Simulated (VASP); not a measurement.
# SrHfCl6 (P-1) in VASP: single point with PBEsol

Aim: the single point of SrHfCl6 with PBEsol.

Program: VASP 6.6.1. These are calculated values, not measurements. Logs are shortened: lines on timing, memory, paths and dates and some standing lists are left out, and cuts for length are marked.

### Step 1. The cell of the first run

The typed cell holds 8 atoms: a = 6.549 Å, b = 6.553 Å, c = 7.149 Å, α = 62.75°, β = 90.00°, γ = 59.99°.

### Step 2. Single point, PBEsol

Input file INCAR:

```
SYSTEM = SrHfCl6
PREC     = Accurate       ! precision mode
ENCUT    = 520            ! plane-wave cutoff, eV
EDIFF    = 1E-6           ! SCF threshold, eV
ISMEAR   = -1             ! smearing method
SIGMA    = 0.03           ! smearing width, eV
LREAL    = .FALSE.        ! projectors in reciprocal space
LASPH    = .TRUE.         ! aspherical terms in the spheres
NELM     = 80             ! most SCF steps
ALGO     = Normal         ! electronic algorithm
ISIF     = 2              ! what is computed and relaxed
LWAVE    = .FALSE.        ! write WAVECAR
LCHARG   = .FALSE.        ! write CHGCAR
GGA      = PS             ! functional
NBANDS   = 41             ! bands
```

Input file KPOINTS:

```
Automatic mesh
0
G
  4 4 4
  0 0 0
```

Input file POSCAR:

```
SrHfCl6
1.0
    6.5485762786      0.0862649422     -0.0646444475
    3.2040320290      5.7146026040      0.1153690962
    0.0129134839      3.6210770839      6.1637527077
Sr Hf Cl
1 1 6
Direct
    0.0000000000      0.0000000000      0.0000000000
    0.5000000000      0.0000000000      0.5000000000
    0.7172844612      0.8380261688      0.2690284592
    0.2827155388      0.1619738312      0.7309715408
    0.5554658325      0.5519370490      0.7308496149
    0.4445341675      0.4480629510      0.2691503851
    0.1069676267      0.1755167216      0.2692110143
    0.8930323733      0.8244832784      0.7307889857
```

Potentials or basis: VASP PAW PBE potentials, release 64 (Sr_sv, Hf_pv, Cl).

Run with:

```
> cat potpaw_PBE.64/Sr_sv/POTCAR potpaw_PBE.64/Hf_pv/POTCAR potpaw_PBE.64/Cl/POTCAR > POTCAR
> mpirun -np 1 vasp_std > vasp.out
```

OUTCAR:

```text
SYSTEM = SrHfCl6
   PREC = Accurate
   ENCUT = 520
   EDIFF = 1E-6
   ISMEAR = -1
   LREAL = .FALSE.
   LASPH = .TRUE.
   NELM = 80
   ISIF = 2
   GGA = PS

 ion  position               nearest neighbor table
   1  0.000  0.000  0.000-   7 2.89   8 2.89   3 2.89   4 2.89   5 2.89   6 2.89
   2  0.500  0.000  0.500-   7 2.44   8 2.44   3 2.44   4 2.44   5 2.44   6 2.44
   3  0.717  0.838  0.269-   2 2.44   1 2.89
   4  0.283  0.162  0.731-   2 2.44   1 2.89
   5  0.555  0.552  0.731-   2 2.44   1 2.89
   6  0.445  0.448  0.269-   2 2.44   1 2.89
   7  0.107  0.176  0.269-   2 2.44   1 2.89
   8  0.893  0.824  0.731-   2 2.44   1 2.89

  LATTYP: Found a triclinic cell.
 ALAT       =     6.5495470033
 B/A-ratio  =     0.9999872468
 C/A-ratio  =     1.0914832892
 COS(alpha) =     0.0000323673
 COS(beta)  =     0.4580651097
 COS(gamma) =     0.4995361422

  Lattice vectors:

 A1 = (  -3.3445442496,   5.6283376618,   0.1800135437)
 A2 = (  -6.5485762786,  -0.0862649422,   0.0646444475)
 A3 = (   0.0129134839,   3.6210770839,   6.1637527077)

Analysis of symmetry for initial positions (statically):
=====================================================================
 Subroutine PRICEL returns:
 Original cell was already a primitive cell.

 Routine SETGRP: Setting up the symmetry group for a
 triclinic supercell.

 Subroutine GETGRP returns: Found  2 space group operations
 (whereof  2 operations were pure point group operations)
 out of a pool of  2 trial point group operations.

The static configuration has the point symmetry S_2 .

Analysis of symmetry for dynamics (positions and initial velocities):
=====================================================================
 Subroutine PRICEL returns:
 Original cell was already a primitive cell.

 Routine SETGRP: Setting up the symmetry group for a
 triclinic supercell.

 Subroutine GETGRP returns: Found  2 space group operations
 (whereof  2 operations were pure point group operations)
 out of a pool of  2 trial point group operations.

The dynamic configuration has the point symmetry S_2 .

 Subroutine INISYM returns: Found  2 space group operations
 (whereof  2 operations are pure point group operations),
 and found     1 'primitive' translations
[... 100 lines left out ...]
   ICHARG =      2    charge: 1-file 2-atom 10-const
   ISPIN  =      1    spin polarized calculation?
   LNONCOLLINEAR =      F non collinear calculations
   LSORBIT =      F    spin-orbit coupling
   LASPH  =      T    aspherical Exc in radial PAW
   ENCUT  =  520.0 eV  38.22 Ry    6.18 a.u.  12.18 12.18 13.29*2*pi/ulx,y,z
   NELM   =     80;   NELMIN=  2; NELMDL= -5     # of ELM steps
   EDIFF  = 0.1E-05   stopping-criterion for ELM
   LREAL  =      F    real-space projection
[... 7 lines left out ...]
   TEBEG  =    0.0;   TEEND  =   0.0 temperature during run
   PSTRESS=    0.0 pullay stress
   NELECT =      62.0000    total number of electrons
   NUPDOWN=      -1.0000    fix difference up-down
   EMIN   =  10.00;   EMAX   =-10.00  energy-range for DOS
   EFERMI =   0.00;   METHOD = LEGACY
   ISMEAR =    -1;   SIGMA  =   0.03  broadening in eV -4-tet -1-fermi 0-gaus
   EFERMI_NEDOS =   21; number of points for ismear=-14 and -15
   IALGO  =     38    algorithm
   IMIX   =      4    mixing-type and parameters
     AMIX     =   0.40;   BMIX     =  1.00
     AMIX_MAG =   1.60;   BMIX_MAG =  1.00
  volume/ion in A,a.u.               =      28.18       190.20
  Fermi-wavevector in a.u.,A,eV,Ry     =   1.064560  2.011727 15.419328  1.133289
  Thomas-Fermi vector in A             =   2.200083
   LORBIT       =      0    0 simple, 1 ext, 2 COOP (PROOUT), +10 PAW based schemes
   GGA     = PS    functional components
   LHFCALC =     F    Hartree Fock is set to
   AEXX    =    0.0000 exact exchange contribution
   IVDW    =     0    specifies the selected vdW correction
   LEPSILON=     F    determine dielectric tensor
   LRPA    =     F    only Hartree local field effects (RPA)
 non-spin polarized calculation
  energy-cutoff  :      520.00
  volume of cell :      225.48
 maximum number of plane-waves:      6116
 NGX is ok and might be reduce to    50
   NGX = 25   NGY = 25   NGZ = 27

 number of electron      62.0000007 magnetization

 Free energy of the ion-electron system (eV)
  ---------------------------------------------------
  ext. energy  EPLUGINS =         0.00000000
  ---------------------------------------------------
  free energy    TOTEN  =       -40.79655617 eV

  energy without entropy =      -40.79655617  energy(sigma->0) =      -40.79655617

 E-fermi :   0.1021     XC(G=0):  -8.3884

 val. band max:       -0.6020205157   @ k =   0.5000   0.5000  -0.0000
 cond. band min:       3.4810669691   @ k =   0.5000   0.5000   0.5000
 fundamental gap:      4.0830874848
 Fermi energy:         0.1020616131

 k-point     1 :       0.0000    0.0000    0.0000
  band No.  band energies     occupation
      1     -33.3684      2.00000
      2     -30.2867      2.00000
      3     -30.2866      2.00000
      4     -30.2678      2.00000
      5     -15.5460      2.00000
      6     -15.5458      2.00000
[... 1045 lines left out ...]
     40       7.4227      0.00000
     41       7.5284      0.00000

 [... further k-points ...]

------------------------ aborting loop because EDIFF is reached ----------------------------------------

  FORCE on cell =-STRESS in cart. coord.  units (eV):
  Direction    XX          YY          ZZ          XY          YZ          ZX
  --------------------------------------------------------------------------------------
  -------------------------------------------------------------------------------------
  Total       -0.3131877     -0.3208632     -0.3277200      0.0000214      0.0044294      0.0002778
  in kB       -2.2254090     -2.2799491     -2.3286713      0.0001520      0.0314740      0.0019740
  external PRESSURE =      -2.2780098 kB  Pullay stress =       0.0000000 kB

 VOLUME and BASIS-vectors are now :
 -----------------------------------------------------------------------------
  energy-cutoff  :      520.00
  volume of cell :      225.48
      direct lattice vectors                 reciprocal lattice vectors
     6.548576279  0.086264942 -0.064644447     0.154363354 -0.087579793  0.051127913
     3.204032029  5.714602604  0.115369096    -0.003396323  0.179017588 -0.105162011
     0.012913484  3.621077084  6.163752708     0.001682508 -0.004269257  0.164743401

 POSITION                                       TOTAL-FORCE (eV/Angst)
 -----------------------------------------------------------------------------------
      0.00000      0.00000      0.00000         0.000000      0.000000     -0.000000
      3.28074      1.85367      3.04955         0.000000      0.000000      0.000000
      7.38573      5.82504      1.70854        -0.039777      0.050389      0.051830
      2.37979      3.59691      4.50594         0.039777     -0.050389     -0.051830
      5.41537      5.84848      4.53254         0.023503      0.061720     -0.048674
      4.35015      3.57346      1.68193        -0.023503     -0.061720      0.048674
      1.26632      1.98707      1.67268         0.065430      0.007964      0.049438
      8.49920      7.43487      4.54179        -0.065430     -0.007964     -0.049438
 -----------------------------------------------------------------------------------
    total drift:                                0.000000     -0.000000     -0.000000

  FREE ENERGIE OF THE ION-ELECTRON SYSTEM (eV)
  ---------------------------------------------------
  free  energy   TOTEN  =       -40.7965561661 eV

  energy  without entropy=      -40.7965561661  energy(sigma->0) =      -40.79655617
```

OSZICAR:

```text
N       E                     dE             d eps       ncg     rms          rms(c)
DAV:   1     0.429247640338E+03    0.42925E+03   -0.28855E+04  2992   0.134E+03
DAV:   2    -0.638058927931E+01   -0.43563E+03   -0.42002E+03  3927   0.280E+02
DAV:   3    -0.421295908801E+02   -0.35749E+02   -0.35519E+02  4072   0.773E+01
DAV:   4    -0.429645056054E+02   -0.83491E+00   -0.83308E+00  4336   0.123E+01
DAV:   5    -0.429849333471E+02   -0.20428E-01   -0.20422E-01  4432   0.161E+00    0.510E+01
DAV:   6    -0.408807747352E+02    0.21042E+01   -0.43463E+00  3559   0.800E+00    0.374E+01
DAV:   7    -0.408907714471E+02   -0.99967E-02   -0.17513E+00  3759   0.608E+00    0.728E+00
DAV:   8    -0.408007594768E+02    0.90012E-01   -0.44077E-01  3429   0.296E+00    0.131E+00
DAV:   9    -0.407960127869E+02    0.47467E-02   -0.47780E-02  3503   0.101E+00    0.895E-01
DAV:  10    -0.407963162161E+02   -0.30343E-03   -0.56504E-03  3750   0.312E-01    0.499E-01
DAV:  11    -0.407965116028E+02   -0.19539E-03   -0.40126E-04  3983   0.945E-02    0.932E-02
DAV:  12    -0.407965353533E+02   -0.23750E-04   -0.89743E-05  3991   0.400E-02    0.543E-02
DAV:  13    -0.407965559701E+02   -0.20617E-04   -0.29612E-05  3879   0.242E-02    0.174E-02
DAV:  14    -0.407965561661E+02   -0.19610E-06   -0.72587E-07  2759   0.402E-03
   1 F= -.40796556E+02 E0= -.40796556E+02  d E =-.387426E-10
```

Run time: 6.1 min. Hardware: 1 thread of AMD EPYC 7R43 (Zen 3), shared host; peak memory 0.5 GiB.

Results:

```
Free energy            : -40.7966 eV
Pressure               : -0.2 GPa
Largest force          : 0.083 eV/Å
Band gap on the k mesh : 4.08 eV (least direct gap 4.19 eV)
```

Forces in eV/Å, atoms in the order of the input:
```
Sr   0.000  0.000  0.000
Hf   0.000  0.000  0.000
Cl  -0.040  0.050  0.052
Cl   0.040 -0.050 -0.052
Cl   0.024  0.062 -0.049
Cl  -0.024 -0.062  0.049
Cl   0.065  0.008  0.049
Cl  -0.065 -0.008 -0.049
```

Caveat: the PAW data sets were made with another functional, which shifts forces and pressure a little; spin-orbit coupling is left out, which moves the levels of the heavy elements. A k mesh can miss the band edges.
